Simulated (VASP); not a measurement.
# PbS (Cmcm) in VASP: further runs

The runs below take PbS through single point, relaxation of cell and atoms, with PBEsol.

Program: VASP 6.6.1. These are calculated values, not measurements. Logs are shortened: lines on timing, memory, paths and dates and some standing lists are left out, and cuts for length are marked.

### Step 1. The cell of the first run

Symmetry: Cmcm, No. 63, orthorhombic system. Conventional cell: a = 4.042 Å, b = 11.306 Å, c = 4.211 Å, α = 90.00°, β = 90.00°, γ = 90.00°. Within 3.6 Å of Pb (site symmetry m2m) lie 7 S at 2.68 to 3.59 Å and 2 Pb at 3.51 Å. S (site symmetry m2m) has 7 Pb at 2.68 to 3.59 Å within 3.6 Å.

### Step 2. Single point, PBEsol

Input file INCAR:

```
PREC = Accurate ; ENCUT = 520
EDIFF = 1E-7 ; ISMEAR = 0
SIGMA = 0.01 ; LREAL = F
LASPH = T ; NELM = 100
ALGO = Normal ; ISIF = 2
LWAVE = F ; LCHARG = T
GGA = PS ; LELF = T
LVHAR = T ; NBANDS = 28
```

Input file KPOINTS:

```
regular mesh
0
Gamma
  6 6 6
```

Input file POSCAR:

```
PbS
1.0
    2.0211665813     -5.6529521080      0.0000000000
    2.0211665813      5.6529521080      0.0000000000
    0.0000000000      0.0000000000      4.2110533794
Pb S
2 2
Direct
    0.8755636984      0.1244363016      0.7500000000
    0.1244363016      0.8755636984      0.2500000000
    0.6383009370      0.3616990630      0.7500000000
    0.3616990630      0.6383009370      0.2500000000
```

Potentials or basis: VASP PAW PBE potentials, release 64 (Pb_d, S).

Command:

```bash
$ cat potpaw_PBE.64/Pb_d/POTCAR potpaw_PBE.64/S/POTCAR > POTCAR
$ mpirun -np 1 vasp_std > vasp.out
```

OUTCAR:

```text
PREC = Accurate
   ENCUT = 520
   EDIFF = 1E-7
   ISMEAR = 0
   LREAL = F
   LASPH = T
   NELM = 100
   ISIF = 2
   GGA = PS

 ion  position               nearest neighbor table
   1  0.876  0.124  0.750-   3 2.68   4 2.92   4 2.92   4 2.92   4 2.92   2 3.51   2 3.51   2 4.07
                             2 4.07   2 4.07   2 4.07
   2  0.124  0.876  0.250-   4 2.68   3 2.92   3 2.92   3 2.92   3 2.92   1 3.51   1 3.51   1 4.07
                             1 4.07   1 4.07   1 4.07
   3  0.638  0.362  0.750-   1 2.68   2 2.92   2 2.92   2 2.92   2 2.92
   4  0.362  0.638  0.250-   2 2.68   1 2.92   1 2.92   1 2.92   1 2.92

  LATTYP: Found a base centered orthorhombic cell.
 ALAT       =     4.0423331626
 B/A-ratio  =     2.7968759034
 C/A-ratio  =     1.0417383254

  Lattice vectors:

 A1 = (   2.0211665813,  -5.6529521080,   0.0000000000)
 A2 = (   2.0211665813,   5.6529521080,   0.0000000000)
 A3 = (   0.0000000000,   0.0000000000,   4.2110533794)

Analysis of symmetry for initial positions (statically):
=====================================================================
 Subroutine PRICEL returns:
 Original cell was already a primitive cell.

 Routine SETGRP: Setting up the symmetry group for a
 base centered orthorhombic supercell.

 Subroutine GETGRP returns: Found  8 space group operations
 (whereof  4 operations were pure point group operations)
 out of a pool of  8 trial point group operations.

The static configuration has the point symmetry C_2h.
 The point group associated with its full space group is D_2h.

Analysis of symmetry for dynamics (positions and initial velocities):
=====================================================================
 Subroutine PRICEL returns:
 Original cell was already a primitive cell.

 Routine SETGRP: Setting up the symmetry group for a
 base centered orthorhombic supercell.

 Subroutine GETGRP returns: Found  8 space group operations
 (whereof  4 operations were pure point group operations)
 out of a pool of  8 trial point group operations.

The dynamic configuration has the point symmetry C_2h.
 The point group associated with its full space group is D_2h.

 Subroutine INISYM returns: Found  8 space group operations
 (whereof  4 operations are pure point group operations),
 and found     1 'primitive' translations

----------------------------------------------------------------------------------------

                                     Primitive cell

  volume of cell :      96.2273

  direct lattice vectors                    reciprocal lattice vectors
     2.021166581 -5.652952108  0.000000000     0.247381886 -0.088449361  0.000000000
     2.021166581  5.652952108  0.000000000     0.247381886  0.088449361  0.000000000
     0.000000000  0.000000000  4.211053379     0.000000000  0.000000000  0.237470274

  length of vectors
     6.003414186  6.003414186  4.211053379     0.262718646  0.262718646  0.237470274

  position of ions in fractional coordinates (direct lattice)
     0.875563698  0.124436302  0.750000000
     0.124436302  0.875563698  0.250000000
     0.638300937  0.361699063  0.750000000
     0.361699063  0.638300937  0.250000000

  ion indices of the primitive-cell ions
   primitive index   ion index
                 1           1
                 2           2
                 3           3
                 4           4

----------------------------------------------------------------------------------------

 KPOINTS: regular mesh

Automatic generation of k-mesh.
 Grid dimensions read from file:
 generate k-points for:    6    6    6

 Generating k-lattice:

  Cartesian coordinates                     Fractional coordinates (reciprocal lattice)
     0.041230314 -0.014741560  0.000000000     0.166666667  0.000000000  0.000000000
     0.041230314  0.014741560  0.000000000     0.000000000  0.166666667  0.000000000
     0.000000000  0.000000000  0.039578379     0.000000000  0.000000000  0.166666667

  Length of vectors
     0.043786441  0.043786441  0.039578379

  Shift w.r.t. Gamma in fractional coordinates (k-lattice)
     0.000000000  0.000000000  0.000000000

 Subroutine IBZKPT returns following result:
 ===========================================

 Found     52 irreducible k-points:

 Following reciprocal coordinates:
            Coordinates               Weight
  0.000000  0.000000  0.000000      1.000000
  0.166667  0.000000  0.000000      4.000000
  0.333333 -0.000000  0.000000      4.000000
  0.500000 -0.000000  0.000000      2.000000
  0.166667  0.166667  0.000000      2.000000
  0.333333  0.166667  0.000000      4.000000
[... 16 lines left out ...]
  0.333333  0.333333  0.166667      4.000000
  0.500000  0.333333  0.166667      8.000000
 [... further k-points ...]
   k-points           NKPTS =     52   k-points in BZ     NKDIM =     52   number of bands    NBANDS=     28
   number of dos      NEDOS =    301   number of ions     NIONS =      4
   total plane-waves  NPLWV =  73728
[... 63 lines left out ...]

 E-fermi :   6.1687     XC(G=0): -10.3114

 val. band max:        6.0747529036   @ k =   0.5000   0.5000   0.3333
 cond. band min:       7.1070183012   @ k =   0.5000   0.5000   0.3333
 fundamental gap:      1.0322653976
 Fermi energy:         6.1687018483

 k-point     1 :       0.0000    0.0000    0.0000
  band No.  band energies     occupation
      1     -10.4830      2.00000
      2     -10.3598      2.00000
      3     -10.3443      2.00000
      4     -10.3052      2.00000
      5     -10.2605      2.00000
      6     -10.2570      2.00000
[... 20 lines left out ...]
     27      12.4689      0.00000
     28      13.0376      0.00000

 k-point     2 :       0.1667    0.0000    0.0000
  band No.  band energies     occupation
      1     -10.4596      2.00000
      2     -10.3553      2.00000
      3     -10.3331      2.00000
      4     -10.2872      2.00000
      5     -10.2761      2.00000
      6     -10.2622      2.00000
[... 20 lines left out ...]
     27      12.7685      0.00000
     28      13.2404      0.00000

 k-point     3 :       0.3333   -0.0000    0.0000
  band No.  band energies     occupation
      1     -10.4069      2.00000
      2     -10.3470      2.00000
      3     -10.3218      2.00000
      4     -10.3048      2.00000
      5     -10.2853      2.00000
      6     -10.2730      2.00000
[... 20 lines left out ...]
     27      13.9772      0.00000
     28      13.9836      0.00000

 k-point     4 :       0.5000   -0.0000    0.0000
  band No.  band energies     occupation
      1     -10.3680      2.00000
      2     -10.3430      2.00000
      3     -10.3335      2.00000
      4     -10.3202      2.00000
      5     -10.2952      2.00000
      6     -10.2762      2.00000
[... 20 lines left out ...]
     27      14.0815      0.00000
     28      14.7886      0.00000

 k-point     5 :       0.1667    0.1667    0.0000
  band No.  band energies     occupation
      1     -10.4144      2.00000
      2     -10.3536      2.00000
      3     -10.3178      2.00000
      4     -10.2912      2.00000
      5     -10.2855      2.00000
      6     -10.2677      2.00000
[... 20 lines left out ...]
     27      13.5682      0.00000
     28      13.7605      0.00000

 k-point     6 :       0.3333    0.1667    0.0000
  band No.  band energies     occupation
      1     -10.3685      2.00000
      2     -10.3487      2.00000
      3     -10.3336      2.00000
      4     -10.3063      2.00000
      5     -10.2900      2.00000
      6     -10.2852      2.00000
[... 463 lines left out ...]
      5     -10.2746      2.00000
      6     -10.2652      2.00000
[... 20 lines left out ...]
     27      13.5041      0.00000
     28      13.9254      0.00000

 k-point    22 :      -0.1667    0.1667    0.1667
  band No.  band energies     occupation
      1     -10.4524      2.00000
      2     -10.3551      2.00000
      3     -10.3382      2.00000
      4     -10.2892      2.00000
      5     -10.2866      2.00000
      6     -10.2654      2.00000
[... 20 lines left out ...]
     27      12.0425      0.00000
     28      13.6169      0.00000

 k-point    23 :       0.3333    0.3333    0.1667
  band No.  band energies     occupation
      1     -10.3909      2.00000
      2     -10.3545      2.00000
      3     -10.3421      2.00000
      4     -10.3012      2.00000
      5     -10.2949      2.00000
      6     -10.2713      2.00000
[... 20 lines left out ...]
     27      13.2242      0.00000
     28      13.7670      0.00000

 k-point    24 :       0.5000    0.3333    0.1667
  band No.  band energies     occupation
      1     -10.4219      2.00000
      2     -10.3450      2.00000
      3     -10.3118      2.00000
      4     -10.2983      2.00000
      5     -10.2830      2.00000
      6     -10.2775      2.00000
[... 20 lines left out ...]
     27      13.3701      0.00000
     28      13.8492      0.00000

 [... further k-points ...]

------------------------ aborting loop because EDIFF is reached ----------------------------------------

  FORCE on cell =-STRESS in cart. coord.  units (eV):
  Direction    XX          YY          ZZ          XY          YZ          ZX
  --------------------------------------------------------------------------------------
  -------------------------------------------------------------------------------------
  Total        1.1792732      1.1761162      1.1861622      0.0000000      0.0000000      0.0000000
  in kB       19.6348162     19.5822534     19.7495179      0.0000000      0.0000000      0.0000000
  external PRESSURE =      19.6555292 kB  Pullay stress =       0.0000000 kB

 VOLUME and BASIS-vectors are now :
 -----------------------------------------------------------------------------
  energy-cutoff  :      520.00
  volume of cell :       96.23
      direct lattice vectors                 reciprocal lattice vectors
     2.021166581 -5.652952108  0.000000000     0.247381886 -0.088449361  0.000000000
     2.021166581  5.652952108  0.000000000     0.247381886  0.088449361  0.000000000
     0.000000000  0.000000000  4.211053379     0.000000000  0.000000000  0.237470274

 POSITION                                       TOTAL-FORCE (eV/Angst)
 -----------------------------------------------------------------------------------
      2.02117     -4.24609      3.15829         0.000000     -0.001325      0.000000
      2.02117      4.24609      1.05276         0.000000      0.001325     -0.000000
      2.02117     -1.56362      3.15829         0.000000      0.004246     -0.000000
      2.02117      1.56362      1.05276         0.000000     -0.004246      0.000000
 -----------------------------------------------------------------------------------
    total drift:                                0.000000      0.000000      0.000000

  FREE ENERGIE OF THE ION-ELECTRON SYSTEM (eV)
  ---------------------------------------------------
  free  energy   TOTEN  =       -18.7565741645 eV

  energy  without entropy=      -18.7565741645  energy(sigma->0) =      -18.75657416
```

Run time: 4.6 min. Hardware: 1 thread of Intel Xeon 8259CL, shared host; peak memory 0.32 GiB.

What came out:

* Free energy: -18.7566 eV
* Pressure: 2.0 GPa
* Largest force: 0.004 eV/Å
* Band gap on the k mesh: 1.03 eV

Forces on the atoms (eV/Å):
```
Pb   0.000 -0.001  0.000
Pb   0.000  0.001  0.000
S    0.000  0.004  0.000
S    0.000 -0.004  0.000
```

Caveat: the PAW data sets were made with another functional, which shifts forces and pressure a little; spin-orbit coupling is left out, which moves the levels of the heavy elements. A k mesh can miss the band edges.

### Step 3. Single point, PBEsol

This run uses another cell than the first one, of 25.17 Å³/atom.

Input file INCAR:

```
SYSTEM = PbS
  ALGO = Normal
  EDIFF = 1E-6
  ENCUT = 520
  GGA = PS
  ISIF = 2
  ISMEAR = 0
  LASPH = .True.
  LCHARG = .True.
  LELF = .True.
  LREAL = .False.
  LVHAR = .True.
  LWAVE = .False.
  NBANDS = 28
  NELM = 100
  PREC = Accurate
  SIGMA = 0.01
```

Input file KPOINTS:

```
k-points
0
Gamma
  6 6 6
  0 0 0
```

Input file POSCAR:

```
PbS
1.0
    2.0502654767     -5.8034020883      0.0000000000
    2.0502654767      5.8034020883      0.0000000000
    0.0000000000      0.0000000000      4.2310067342
Pb S
2 2
Direct
    0.8728073088      0.1271926912      0.7500000000
    0.1271926912      0.8728073088      0.2500000000
    0.6411834687      0.3588165313      0.7500000000
    0.3588165313      0.6411834687      0.2500000000
```

Potentials or basis: VASP PAW PBE potentials, release 64 (Pb_d, S).

Command:

```bash
$ cat potpaw_PBE.64/Pb_d/POTCAR potpaw_PBE.64/S/POTCAR > POTCAR
$ mpirun -np 1 vasp_std > vasp.out
```

Wall time 3.6 min (1 thread of Intel Xeon 8259CL, shared host); peak memory 0.32 GiB.

It converged, with:

```yaml
Free_energy: -18.7827 eV
Pressure: 0.0 GPa
Largest_force: 0.009 eV/Å
Band_gap_on_the_k_mesh: 1.08 eV (least direct gap 1.16 eV)
```

Forces in eV/Å, atoms in the order of the input:
```
Pb   0.000 -0.003  0.000
Pb   0.000  0.003  0.000
S    0.000  0.009  0.000
S    0.000 -0.009  0.000
```

Levels at points of the mesh, in eV from the valence-band top:
```
           k point  band 16  band 17  band 18  band 19  band 20  band 21  band 22  band 23  band 24  band 25
(0.00, 0.00, 0.00)    -3.23    -2.51    -1.91    -1.63    -0.64     4.51     4.53     4.93     5.52     6.05
(0.50, 0.00, 0.00)    -2.20    -1.52    -1.27    -0.42    -0.37     1.69     1.69     1.95     2.90     3.13
(0.50, 0.50, 0.00)    -2.78    -2.17    -1.82    -1.44    -0.64     1.08     4.40     4.62     4.69     5.68
(0.00, 0.00, 0.50)    -3.06    -1.22    -1.22    -0.08    -0.08     1.64     1.64     2.62     2.62     5.09
(0.50, 0.00, 0.50)    -4.58    -3.49    -3.49    -1.52    -1.52     3.25     3.25     5.44     5.44     6.27
(0.50, 0.50, 0.50)    -1.36    -1.22    -1.22    -0.58    -0.58     1.62     1.62     3.17     3.17     3.46
```

Caveat: the PAW data sets were made with another functional, which shifts forces and pressure a little; spin-orbit coupling is left out, which moves the levels of the heavy elements.

### Step 4. Relaxation of cell and atoms, PBEsol

This run uses another cell than the first one, of 26.66 Å³/atom.

Input file INCAR:

```
SYSTEM = PbS
PREC = Accurate
ENCUT = 600
EDIFF = 1E-6
ISMEAR = 0
SIGMA = 0.01
LREAL = .False.
LASPH = .True.
NELM = 100
ALGO = Normal
ISIF = 3
LWAVE = .False.
LCHARG = .False.
GGA = PS
IBRION = 2
NSW = 80
EDIFFG = -0.01
```

Input file KPOINTS:

```
regular mesh
0
Gamma
  6 6 6
  0 0 0
```

Input file POSCAR:

```
PbS
1.0
    2.0799526900     -5.9912968600      0.0000000000
    2.0799526900      5.9912968600      0.0000000000
    0.0000000000      0.0000000000      4.2793209400
Pb S
2 2
Direct
    0.8694366500      0.1305633500      0.7500000000
    0.1305633500      0.8694366500      0.2500000000
    0.6452029100      0.3547970900      0.7500000000
    0.3547970900      0.6452029100      0.2500000000
```

Command:

```bash
$ cat potpaw_PBE.64/Pb_d/POTCAR potpaw_PBE.64/S/POTCAR > POTCAR
$ mpirun -np 1 vasp_std > vasp.out
```

It took 54 min on 1 thread of Intel Xeon 8259CL, shared host; peak memory 0.42 GiB.

It converged, with:

```yaml
Free_energy: -18.7838 eV
Relaxed_volume: 25.16 Å³/atom
Relaxed_cell: a = 6.151 Å, b = 6.151 Å, c = 4.232 Å, α = 90.00°, β = 90.00°, γ = 141.06°
Space_group_after_relaxing_to_0.1_Å: Cmcm (No. 63)
Energy_gained_by_relaxing: 8.7 meV/atom
Ionic_steps: 20
Pressure_after_relaxing: 0.0 GPa
Largest_force_after_relaxing: 0.005 eV/Å
Band_gap_on_the_k_mesh: 1.09 eV (least direct gap 1.16 eV)
```

Forces on the atoms (eV/Å):
```
Pb   0.000  0.001  0.000
Pb   0.000 -0.001  0.000
S    0.000  0.005  0.000
S    0.000 -0.005  0.000
```

The path:
| step | energy change (eV) | largest force (eV/Å) | pressure (GPa) | volume (Å³) |
| --- | --- | --- | --- | --- |
| 1 | 0.0000 | 0.0358 | -1.86 | 106.65 |
| 2 | -0.0195 | 0.2293 | 0.68 | 101.94 |
| 3 | -0.0219 | 0.1600 | 0.00 | 103.08 |
| 4 | -0.0251 | 0.1025 | -0.03 | 102.76 |
| 5 | -0.0265 | 0.0366 | -0.05 | 102.37 |
| 6 | -0.0290 | 0.0269 | -0.07 | 102.08 |
| 7 | -0.0335 | 0.0179 | -0.07 | 101.20 |
| 8 | -0.0339 | 0.0207 | -0.05 | 100.82 |
| 9 | -0.0339 | 0.0182 | -0.04 | 100.87 |
| 10 | -0.0344 | 0.0233 | 0.02 | 100.71 |
| 11 | -0.0346 | 0.0319 | 0.15 | 100.44 |
| 12 | -0.0348 | 0.0156 | 0.02 | 100.62 |
| 13 | -0.0348 | 0.0136 | -0.01 | 100.65 |
| 14 | -0.0348 | 0.0142 | -0.02 | 100.65 |
| 15 | -0.0348 | 0.0143 | 0.00 | 100.64 |
| 16 | -0.0349 | 0.0125 | 0.00 | 100.65 |
| 17 | -0.0349 | 0.0107 | -0.03 | 100.69 |
| 18 | -0.0349 | 0.0102 | -0.06 | 100.77 |
| 19 | -0.0349 | 0.0107 | -0.03 | 100.72 |
| 20 | -0.0350 | 0.0048 | 0.01 | 100.65 |

Final structure:
```cif
data_structure
_symmetry_space_group_name_H-M 'P 1'
_symmetry_Int_Tables_number 1
_cell_length_a 6.1508
_cell_length_b 6.1508
_cell_length_c 4.2325
_cell_angle_alpha 90.000
_cell_angle_beta 90.000
_cell_angle_gamma 141.056
_cell_volume 100.65
loop_
_atom_site_label
_atom_site_type_symbol
_atom_site_fract_x
_atom_site_fract_y
_atom_site_fract_z
_atom_site_occupancy
Pb1 Pb 0.87288 0.12712 0.75000 1
Pb2 Pb 0.12712 0.87288 0.25000 1
S1 S 0.64101 0.35899 0.75000 1
S2 S 0.35899 0.64101 0.25000 1
```

Levels at points of the mesh, in eV from the valence-band top:
```csv
k point,band 16,band 17,band 18,band 19,band 20,band 21,band 22,band 23,band 24
"(0.00, 0.00, 0.00)",-3.23,-2.51,-1.92,-1.62,-0.64,4.51,4.52,4.93,5.52
"(0.50, 0.00, 0.00)",-2.20,-1.52,-1.26,-0.43,-0.36,1.68,1.69,1.95,2.90
"(0.50, 0.50, 0.00)",-2.78,-2.17,-1.81,-1.44,-0.64,1.09,4.40,4.62,4.68
"(0.00, 0.00, 0.50)",-3.06,-1.22,-1.22,-0.08,-0.08,1.64,1.64,2.62,2.62
"(0.50, 0.00, 0.50)",-4.58,-3.50,-3.50,-1.51,-1.51,3.25,3.25,5.44,5.44
"(0.50, 0.50, 0.50)",-1.36,-1.22,-1.22,-0.58,-0.58,1.62,1.62,3.17,3.17
```

Caveat: the PAW data sets were made with another functional, which shifts forces and pressure a little; spin-orbit coupling is left out, which moves the levels of the heavy elements. A k mesh can miss the band edges.

### Step 5. Summary

| task | cell | cutoff (eV) | gap on the mesh (eV) | pressure (GPa) |
| --- | --- | --- | --- | --- |
| single point | a = 6.003, b = 6.003, c = 4.211 Å, angles 90.0, 90.0, 140.7°, 4 atoms, atomic positions A | 520 | 1.03 | 2.0 |
| single point | a = 6.155, b = 6.155, c = 4.231 Å, angles 90.0, 90.0, 141.1°, 4 atoms, atomic positions B | 520 | 1.08 | 0.0 |
| relaxation of cell and atoms | relaxed from a = 6.342, b = 6.342, c = 4.279 Å, angles 90.0, 90.0, 141.7°, 4 atoms, atomic positions C | 600 | 1.09 | 0.0 |

Alike in all rows: level PBEsol; potentials or basis VASP PAW PBE potentials, release 64 (Pb_d, S); no spin polarisation; k mesh 6 × 6 × 6; smearing gaussian 0.01 eV.

Caveats: the PAW data sets were made with another functional, which shifts forces and pressure a little; spin-orbit coupling is left out, which moves the levels of the heavy elements.

Absolute energies hang on the potentials; compare differences alone.
